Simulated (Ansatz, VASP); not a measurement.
**LaOs3 in VASP and in Ansatz**

Contents of INCAR:

```
SYSTEM = LaOs3
PREC     = Accurate       ! precision mode
ENCUT    = 520            ! plane-wave cutoff, eV
EDIFF    = 1E-6           ! SCF threshold, eV
ISMEAR   = 0              ! smearing method
SIGMA    = 0.05           ! smearing width, eV
LREAL    = .False.        ! projectors in reciprocal space
LASPH    = .True.         ! aspherical terms in the spheres
NELM     = 60             ! most SCF steps
ALGO     = Normal         ! electronic algorithm
ISIF     = 2              ! what is computed and relaxed
LWAVE    = .False.        ! write WAVECAR
LCHARG   = .False.        ! write CHGCAR
GGA      = PE             ! functional
NBANDS   = 26             ! bands
```

KPOINTS

```
regular mesh
0
Gamma
  8 8 8
  0 0 0
```

POSCAR

```
LaOs3
1.0
    4.1192400092      0.0000000000      0.0000000000
    0.0000000000      4.1192400092      0.0000000000
    0.0000000000      0.0000000000      4.1192400092
La Os
1 3
Direct
    0.0000000000      0.0000000000      0.0000000000
    0.0000000000      0.5000000000      0.5000000000
    0.5000000000      0.5000000000      0.0000000000
    0.5000000000      0.0000000000      0.5000000000
```

Input for Ansatz:

```yaml
crystal:
  lattice:
    - [4.1192400092, 0.0, 0.0]
    - [0.0, 4.1192400092, 0.0]
    - [0.0, 0.0, 4.1192400092]
  atoms:
    - { symbol: La, position: [0.0, 0.0, 0.0] }
    - { symbol: Os, position: [0.0, 0.5, 0.5] }
    - { symbol: Os, position: [0.5, 0.5, 0.0] }
    - { symbol: Os, position: [0.5, 0.0, 0.5] }
basis:
  ecutwfc: 420
  ecutrho_ratio: 4
kpoints:
  mp_grid: { grid: [8, 8, 8] }
hamiltonian:
  xc: pbe
scf:
  occupations: { method: gaussian, width: 0.05 }
output:
  forces: true
  stress: true
  eigenvalues: true
```

Alike in both runs: task single point; functional PBE; k mesh 8 × 8 × 8; occupations gaussian, width 0.05 eV; no spin polarisation.

```csv
,VASP,Ansatz
version,VASP 6.6.1,Ansatz 0.2.0
potentials or method,"VASP PAW PBE potentials, release 64 (La, Os), cutoff 520 eV","scalar-relativistic, plane waves, PAW"
valence electrons in the cell,35,59
```

VASP gave:

| Item | Value |
| --- | --- |
| gap on the k mesh at the Fermi level (eV) | none |
| pressure (GPa) | 4.1 |

Task: What did Ansatz give for the same quantities?

Result: gap on the k mesh at the Fermi level (eV): none; pressure (GPa): 4.0.

A gap of «none» marks a metal or a gap that the smearing closes. VASP's potentials hold 35 valence electrons a cell and Ansatz's 59, so a difference there can come from the potentials and not from the codes.

Spin-orbit coupling is off throughout.
